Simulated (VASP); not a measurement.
# Ca3GeN (Pm-3m) in VASP: a series of runs

The runs below take Ca3GeN through single point, with LDA.

All numbers are computed with VASP 6.6.1; they aren't measurements. Logs are shortened: lines on timing, memory, paths and dates and some standing lists are left out, and cuts for length are marked.

## (1) The cell of the first run

Symmetry: Pm-3m, No. 221, cubic system. The conventional cell has a = 4.757 Å, b = 4.757 Å, c = 4.757 Å, α = 90.00°, β = 90.00°, γ = 90.00°. Within 3.1 Å of Ca (site symmetry 4/mmm) lie 2 N at 2.38 Å. Within 4.4 Å of Ge (site symmetry m-3m) lie 12 Ca at 3.36 Å and 8 N at 4.12 Å. N (site symmetry m-3m) has 6 Ca at 2.38 Å within 3.1 Å.

## (2) Single point, LDA

Input file INCAR:

```
SYSTEM = Ca3GeN
ALGO = Normal
EDIFF = 1E-7
ENCUT = 520
GGA = CA
ISIF = 2
ISMEAR = -1
LASPH = .TRUE.
LCHARG = .TRUE.
LELF = .TRUE.
LREAL = .FALSE.
LVHAR = .TRUE.
LWAVE = .FALSE.
NBANDS = 32
NELM = 80
PREC = Accurate
SIGMA = 0.1
```

Input file KPOINTS:

```
k-points
0
G
  5 5 5
  0 0 0
```

Input file POSCAR:

```
Ca3GeN
1.0
    4.7573000000      0.0000000000      0.0000000000
    0.0000000000      4.7573000000      0.0000000000
    0.0000000000      0.0000000000      4.7573000000
Ca Ge N
3 1 1
Direct
    0.0000000000      0.5000000000      0.5000000000
    0.5000000000      0.0000000000      0.5000000000
    0.5000000000      0.5000000000      0.0000000000
    0.0000000000      0.0000000000      0.0000000000
    0.5000000000      0.5000000000      0.5000000000
```

Potentials or basis: VASP PAW LDA potentials, release 64 (Ca_sv, Ge_d, N).

Launch:

```
cat potpaw_LDA.64/Ca_sv/POTCAR potpaw_LDA.64/Ge_d/POTCAR potpaw_LDA.64/N/POTCAR > POTCAR
mpirun -np 1 vasp_std > vasp.out
```

OUTCAR:

```text
SYSTEM = Ca3GeN
   EDIFF = 1E-7
   ENCUT = 520
   GGA = CA
   ISIF = 2
   ISMEAR = -1
   LASPH = .TRUE.
   LREAL = .FALSE.
   NELM = 80
   PREC = Accurate

 ion  position               nearest neighbor table
   1  0.000  0.500  0.500-   5 2.38   5 2.38
   2  0.500  0.000  0.500-   5 2.38   5 2.38
   3  0.500  0.500  0.000-   5 2.38   5 2.38
   4  0.000  0.000  0.000-
   5  0.500  0.500  0.500-   1 2.38   2 2.38   3 2.38   3 2.38   2 2.38   1 2.38

  LATTYP: Found a simple cubic cell.
 ALAT       =     4.7573000000

  Lattice vectors:

 A1 = (   4.7573000000,   0.0000000000,   0.0000000000)
 A2 = (   0.0000000000,   4.7573000000,   0.0000000000)
 A3 = (   0.0000000000,   0.0000000000,   4.7573000000)

Analysis of symmetry for initial positions (statically):
=====================================================================
 Subroutine PRICEL returns:
 Original cell was already a primitive cell.

 Routine SETGRP: Setting up the symmetry group for a
 simple cubic supercell.

 Subroutine GETGRP returns: Found 48 space group operations
 (whereof 48 operations were pure point group operations)
 out of a pool of 48 trial point group operations.

The static configuration has the point symmetry O_h .

Analysis of symmetry for dynamics (positions and initial velocities):
=====================================================================
 Subroutine PRICEL returns:
 Original cell was already a primitive cell.

 Routine SETGRP: Setting up the symmetry group for a
 simple cubic supercell.

 Subroutine GETGRP returns: Found 48 space group operations
 (whereof 48 operations were pure point group operations)
 out of a pool of 48 trial point group operations.

The dynamic configuration has the point symmetry O_h .

 Subroutine INISYM returns: Found 48 space group operations
 (whereof 48 operations are pure point group operations),
 and found     1 'primitive' translations

----------------------------------------------------------------------------------------

                                     Primitive cell

  volume of cell :     107.6668

  direct lattice vectors                    reciprocal lattice vectors
     4.757300000  0.000000000  0.000000000     0.210203267  0.000000000  0.000000000
     0.000000000  4.757300000  0.000000000     0.000000000  0.210203267  0.000000000
     0.000000000  0.000000000  4.757300000     0.000000000  0.000000000  0.210203267

  length of vectors
     4.757300000  4.757300000  4.757300000     0.210203267  0.210203267  0.210203267

  position of ions in fractional coordinates (direct lattice)
     0.000000000  0.500000000  0.500000000
     0.500000000  0.000000000  0.500000000
     0.500000000  0.500000000  0.000000000
     0.000000000  0.000000000  0.000000000
     0.500000000  0.500000000  0.500000000

  ion indices of the primitive-cell ions
   primitive index   ion index
                 1           1
                 2           2
                 3           3
                 4           4
                 5           5

----------------------------------------------------------------------------------------

 KPOINTS: k-points

Automatic generation of k-mesh.
 Grid dimensions read from file:
 generate k-points for:    5    5    5

 Generating k-lattice:

  Cartesian coordinates                     Fractional coordinates (reciprocal lattice)
     0.042040653  0.000000000  0.000000000     0.200000000  0.000000000  0.000000000
     0.000000000  0.042040653  0.000000000     0.000000000  0.200000000  0.000000000
     0.000000000  0.000000000  0.042040653     0.000000000  0.000000000  0.200000000

  Length of vectors
     0.042040653  0.042040653  0.042040653

  Shift w.r.t. Gamma in fractional coordinates (k-lattice)
     0.000000000  0.000000000  0.000000000

 Subroutine IBZKPT returns following result:
 ===========================================

 Found     10 irreducible k-points:

 Following reciprocal coordinates:
            Coordinates               Weight
  0.000000  0.000000  0.000000      1.000000
  0.200000  0.000000  0.000000      6.000000
  0.400000  0.000000  0.000000      6.000000
  0.200000  0.200000  0.000000     12.000000
  0.400000  0.200000  0.000000     24.000000
  0.400000  0.400000  0.000000     12.000000
  0.200000  0.200000  0.200000      8.000000
  0.400000  0.200000  0.200000     24.000000
  0.400000  0.400000  0.200000     24.000000
  0.400000  0.400000  0.400000      8.000000
   k-points           NKPTS =     10   k-points in BZ     NKDIM =     10   number of bands    NBANDS=     32
   number of dos      NEDOS =    301   number of ions     NIONS =      5
   total plane-waves  NPLWV =  46656
   dimension x,y,z NGX =    36 NGY =   36 NGZ =   36
   dimension x,y,z NGXF=    72 NGYF=   72 NGZF=   72
   ions per type =               3   1   1
   NGX,Y,Z   is equivalent  to a cutoff of  12.58, 12.58, 12.58 a.u.
   NGXF,Y,Z  is equivalent  to a cutoff of  25.16, 25.16, 25.16 a.u.
 SYSTEM =  Ca3GeN
   PREC   = accura    normal or accurate (medium, high low for compatibility)
   ISTART =      0    job   : 0-new  1-cont  2-samecut
   ICHARG =      2    charge: 1-file 2-atom 10-const
   ISPIN  =      1    spin polarized calculation?
   LNONCOLLINEAR =      F non collinear calculations
   LSORBIT =      F    spin-orbit coupling
   LASPH  =      T    aspherical Exc in radial PAW
   ENCUT  =  520.0 eV  38.22 Ry    6.18 a.u.   8.85  8.85  8.85*2*pi/ulx,y,z
   NELM   =     80;   NELMIN=  2; NELMDL= -5     # of ELM steps
   EDIFF  = 0.1E-06   stopping-criterion for ELM
   LREAL  =      F    real-space projection
   EDIFFG = 0.1E-05   stopping-criterion for IOM
   NSW    =      0    number of steps for IOM
   IBRION =     -1    ionic relax: 0-MD 1-quasi-New 2-CG
   NFREE  =      0    steps in history (QN), initial steepest desc. (CG)
   ISIF   =      2    stress and relaxation
   ISYM   =      2    0-nonsym 1-usesym 2-fastsym
   POTIM  = 0.5000    time-step for ionic-motion
   TEBEG  =    0.0;   TEEND  =   0.0 temperature during run
   PSTRESS=    0.0 pullay stress
   NELECT =      49.0000    total number of electrons
   NUPDOWN=      -1.0000    fix difference up-down
   EMIN   =  10.00;   EMAX   =-10.00  energy-range for DOS
   EFERMI =   0.00;   METHOD = LEGACY
   ISMEAR =    -1;   SIGMA  =   0.10  broadening in eV -4-tet -1-fermi 0-gaus
   EFERMI_NEDOS =   21; number of points for ismear=-14 and -15
   IALGO  =     38    algorithm
   IMIX   =      4    mixing-type and parameters
     AMIX     =   0.40;   BMIX     =  1.00
     AMIX_MAG =   1.60;   BMIX_MAG =  1.00
  volume/ion in A,a.u.               =      21.53       145.31
  Fermi-wavevector in a.u.,A,eV,Ry     =   1.259253  2.379643 21.575004  1.585718
  Thomas-Fermi vector in A             =   2.392822
   LORBIT       =      0    0 simple, 1 ext, 2 COOP (PROOUT), +10 PAW based schemes
   GGA     = CA    functional components
   LHFCALC =     F    Hartree Fock is set to
   AEXX    =    0.0000 exact exchange contribution
   IVDW    =     0    specifies the selected vdW correction
   LEPSILON=     F    determine dielectric tensor
   LRPA    =     F    only Hartree local field effects (RPA)
 non-spin polarized calculation
  energy-cutoff  :      520.00
  volume of cell :      107.67
 maximum number of plane-waves:      2945
 NGX is ok and might be reduce to    36
   NGX = 17   NGY = 17   NGZ = 17

 number of electron      48.9999996 magnetization

 Free energy of the ion-electron system (eV)
  ---------------------------------------------------
  ext. energy  EPLUGINS =         0.00000000
  ---------------------------------------------------
  free energy    TOTEN  =       -25.30668223 eV

  energy without entropy =      -25.19852187  energy(sigma->0) =      -25.25260205

 E-fermi :   3.0007     XC(G=0):  -9.9989

 val. band max:        2.9983998660   @ k =   0.2000   0.2000   0.0000
 cond. band min:       3.0743362973   @ k =   0.4000   0.0000   0.0000
 fundamental gap:      0.0759364313
 Fermi energy:         3.0006910748

 k-point     1 :       0.0000    0.0000    0.0000
  band No.  band energies     occupation
      1     -36.2330      2.00000
      2     -36.1236      2.00000
      3     -36.1236      2.00000
      4     -20.2909      2.00000
      5     -20.2909      2.00000
      6     -20.2909      2.00000
[... 24 lines left out ...]
     31       5.4430      0.00000
     32       7.9907      0.00000

 k-point     2 :       0.2000    0.0000    0.0000
  band No.  band energies     occupation
      1     -36.2238      2.00000
      2     -36.1326      2.00000
      3     -36.1234      2.00000
      4     -20.2913      2.00000
      5     -20.2913      2.00000
      6     -20.2909      2.00000
[... 24 lines left out ...]
     31       6.6963      0.00000
     32       7.6895      0.00000

 k-point     3 :       0.4000    0.0000    0.0000
  band No.  band energies     occupation
      1     -36.2024      2.00000
      2     -36.1537      2.00000
      3     -36.1233      2.00000
      4     -20.2920      2.00000
      5     -20.2920      2.00000
      6     -20.2908      2.00000
[... 24 lines left out ...]
     31       7.2696      0.00000
     32       7.2696      0.00000

 k-point     4 :       0.2000    0.2000    0.0000
  band No.  band energies     occupation
      1     -36.2152      2.00000
      2     -36.1359      2.00000
      3     -36.1283      2.00000
      4     -20.2915      2.00000
      5     -20.2913      2.00000
      6     -20.2913      2.00000
[... 164 lines left out ...]
     31       7.0011      0.00000
     32       7.9442      0.00000

 k-point     9 :       0.4000    0.4000    0.2000
  band No.  band energies     occupation
      1     -36.1740      2.00000
      2     -36.1556      2.00000
      3     -36.1479      2.00000
      4     -20.2917      2.00000
      5     -20.2917      2.00000
      6     -20.2913      2.00000
[... 24 lines left out ...]
     31       7.3494      0.00000
     32       7.6257      0.00000

 k-point    10 :       0.4000    0.4000    0.4000
  band No.  band energies     occupation
      1     -36.1659      2.00000
      2     -36.1554      2.00000
      3     -36.1554      2.00000
      4     -20.2912      2.00000
      5     -20.2912      2.00000
      6     -20.2912      2.00000
[... 24 lines left out ...]
     31       7.2320      0.00000
     32       7.3416      0.00000

------------------------ aborting loop because EDIFF is reached ----------------------------------------

  FORCE on cell =-STRESS in cart. coord.  units (eV):
  Direction    XX          YY          ZZ          XY          YZ          ZX
  --------------------------------------------------------------------------------------
  -------------------------------------------------------------------------------------
  Total       -1.4098973     -1.4098973     -1.4098973      0.0000000      0.0000000     -0.0000000
  in kB      -20.9805298    -20.9805298    -20.9805298      0.0000000      0.0000000     -0.0000000
  external PRESSURE =     -20.9805298 kB  Pullay stress =       0.0000000 kB

 VOLUME and BASIS-vectors are now :
 -----------------------------------------------------------------------------
  energy-cutoff  :      520.00
  volume of cell :      107.67
      direct lattice vectors                 reciprocal lattice vectors
     4.757300000  0.000000000  0.000000000     0.210203267  0.000000000  0.000000000
     0.000000000  4.757300000  0.000000000     0.000000000  0.210203267  0.000000000
     0.000000000  0.000000000  4.757300000     0.000000000  0.000000000  0.210203267

 POSITION                                       TOTAL-FORCE (eV/Angst)
 -----------------------------------------------------------------------------------
      0.00000      2.37865      2.37865         0.000000      0.000000      0.000000
      2.37865      0.00000      2.37865         0.000000      0.000000      0.000000
      2.37865      2.37865      0.00000         0.000000      0.000000      0.000000
      0.00000      0.00000      0.00000         0.000000      0.000000      0.000000
      2.37865      2.37865      2.37865         0.000000      0.000000      0.000000
 -----------------------------------------------------------------------------------
    total drift:                                0.000000      0.000000      0.000000

  FREE ENERGIE OF THE ION-ELECTRON SYSTEM (eV)
  ---------------------------------------------------
  free  energy   TOTEN  =       -25.3066822336 eV

  energy  without entropy=      -25.1985218705  energy(sigma->0) =      -25.25260205
```

Wall time 63 s (1 thread of Intel Xeon 8259CL, shared host); peak memory 0.19 GiB.

Results:

```yaml
Free_energy: -25.3067 eV
Pressure: -2.1 GPa
Band_gap_on_the_k_mesh: zero (an odd number of electrons rules out a gap without spin polarisation)
```

Levels at points of the mesh, in eV from the Fermi level:
| k point | band 22 | band 23 | band 24 | band 25 | band 26 | band 27 | band 28 | band 29 |
| --- | --- | --- | --- | --- | --- | --- | --- | --- |
| (0.00, 0.00, 0.00) | -0.65 | 1.12 | 1.12 | 1.12 | 1.12 | 1.12 | 2.07 | 2.07 |

(Part 1 of 3 ends here.)
